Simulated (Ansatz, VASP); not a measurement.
## GeSb3O2 in VASP and in Ansatz

```
CELL_PARAMETERS angstrom
3.30189 0.00000 0.00000
0.00000 3.30189 0.00000
0.00000 0.00000 11.07812
ATOMIC_POSITIONS crystal
Ge 0.00000 0.00000 0.50000
Sb 0.50000 0.50000 0.27175
Sb 0.50000 0.50000 0.72825
Sb 0.50000 0.50000 0.00000
O 0.50000 0.50000 0.50000
O 0.00000 0.00000 0.00000
```

Alike in both runs: task relaxation of cell and atoms; functional PBE; k mesh 6 × 6 × 2; occupations gaussian, width 0.1 eV; no spin polarisation.

|  | VASP | Ansatz |
| --- | --- | --- |
| version | VASP 6.6.1 | Ansatz 0.2.0 |
| potentials or method | VASP PAW PBE potentials, release 64 (Ge_d, Sb, O), cutoff 600 eV | scalar-relativistic, plane waves, PAW |
| valence electrons in the cell | 41 | 71 |

```tsv
	VASP	Ansatz	Ansatz less VASP
gap on the k mesh at the Fermi level, each at its own relaxed structure (eV)	none	none	-
relaxed volume (Å³/atom)	22.83	23.08	+0.257
relaxed length of the cell vector where the two differ most in proportion (Å)	13.462	13.591	+0.1285
```

A gap of «none» marks a metal or a gap that the smearing closes. VASP's potentials hold 41 valence electrons a cell and Ansatz's 71, so a difference there can come from the potentials and not from the codes.

Neither program's run includes spin-orbit coupling.
